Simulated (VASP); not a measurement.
A run of VASP 6.6.1:

Contents of INCAR:

```
PREC = Accurate ; ENCUT = 600
EDIFF = 1E-8 ; ISMEAR = 0
SIGMA = 0.01 ; LREAL = False
LASPH = True ; NELM = 100
ALGO = Normal ; ISIF = 3
LWAVE = False ; LCHARG = True
GGA = PS ; NBANDS = 11
IBRION = 6 ; NFREE = 2
POTIM = 0.015 ; NSW = 1
```

The input KPOINTS:

```
regular mesh
0
Gamma
  14 14 14
```

POSCAR

```
C
1.0
    0.0000000000      2.1293892724      3.7057180109
    1.2294162340      0.0000000000      3.7057180109
    1.2294162340      2.1293892724      0.0000000000
C
2
Direct
    0.1666953869      0.8333046131      0.1666953869
    0.8333046131      0.1666953869      0.8333046131
```

Potentials or basis: VASP PAW PBE potentials, release 64 (C).

Launch:

```bash
$ cat potpaw_PBE.64/C/POTCAR > POTCAR
$ mpirun -np 1 vasp_std > vasp.out
```

Hardware: 1 thread of AMD EPYC 9R45 96-Core Processor (Zen 5) (shared host).

Estimate the wall time of this run.

Wall time 24 min on 1 thread of AMD EPYC 9R45 96-Core Processor (Zen 5), on a shared host, peak memory 0.4 GiB. Counts: scf iterations 168, k points 428.
